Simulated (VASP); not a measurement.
Wanted: the native input for a VASP 6.6.1 run.

```yaml
Task: relaxation of cell and atoms
Functional: PBE
Potentials_or_basis: VASP PAW PBE potentials, release 64 (Na_pv)
Cutoff: 600 eV
k_mesh: 10 × 10 × 6
Occupations: fermi-dirac, width 0.05 eV
Spin: no spin polarisation
Target_pressure: 35 GPa
Dipole_correction: no
Further_INCAR_settings: ALGO = Normal; EDIFF = 1e-07; IBRION = 2; EDIFFG = -0.005; NSW = 60; ISIF = 3
```

The structure of Na lies in POSCAR:

```
Na
1.0
    3.6904649430      0.0000000000      0.0000000000
   -1.8452324715      3.1960363924      0.0000000000
    0.0000000000      0.0000000000      5.2404602191
Na
4
Direct
    0.0000000000      0.0000000000      0.0000000000
    0.0000000000      0.0000000000      0.5000000000
    0.3333333333      0.6666666667      0.2500000000
    0.6666666667      0.3333333333      0.7500000000
```

These files were run (other wordings do the same):

INCAR

```
ALGO     = Normal         # electronic algorithm
EDIFF    = 1E-7           # SCF threshold, eV
EDIFFG   = -0.005         # ionic threshold
ENCUT    = 600            # plane-wave cutoff, eV
GGA      = PE             # functional
IBRION   = 2              # ionic algorithm
ISIF     = 3              # what is computed and relaxed
ISMEAR   = -1             # smearing method
LASPH    = T              # aspherical terms in the spheres
LCHARG   = F              # write CHGCAR
LREAL    = F              # projectors in reciprocal space
LWAVE    = F              # write WAVECAR
NELM     = 100            # most SCF steps
NSW      = 60             # ionic steps
PREC     = Accurate       # precision mode
PSTRESS  = 350.0        
SIGMA    = 0.05           # smearing width, eV
```

KPOINTS

```
k-points
0
Gamma
  10 10 6
```

Potentials or basis: VASP PAW PBE potentials, release 64 (Na_pv).

Run with:

```bash
$ cat potpaw_PBE.64/Na_pv/POTCAR > POTCAR
$ mpirun -np 1 vasp_std > vasp.out
```

It gave:

```
Relaxed volume                                         : 15.29 Å³/atom
Relaxed cell                                           : a = 2.863 Å, b = 2.863 Å, c = 8.619 Å, α = 90.00°, β = 90.00°, γ = 120.00°
Space group after relaxing (to 0.05 Å)                 : P6_3/mmc (No. 194)
Energy change on relaxing (the enthalpy is what falls) : -234.1 meV/atom
Ionic steps                                            : 25
Pressure after relaxing                                : 35.0 GPa
Band gap on the k mesh                                 : zero (band 14 reaches 6.50 eV, above the bottom of band 15 at 1.13 eV)
```

Caveat: the cell is relaxed towards a set pressure, so the enthalpy falls and the energy may rise.

It took 16 min on 1 thread of AMD EPYC 9755 128-Core Processor (shared host), peak memory 0.18 GiB.
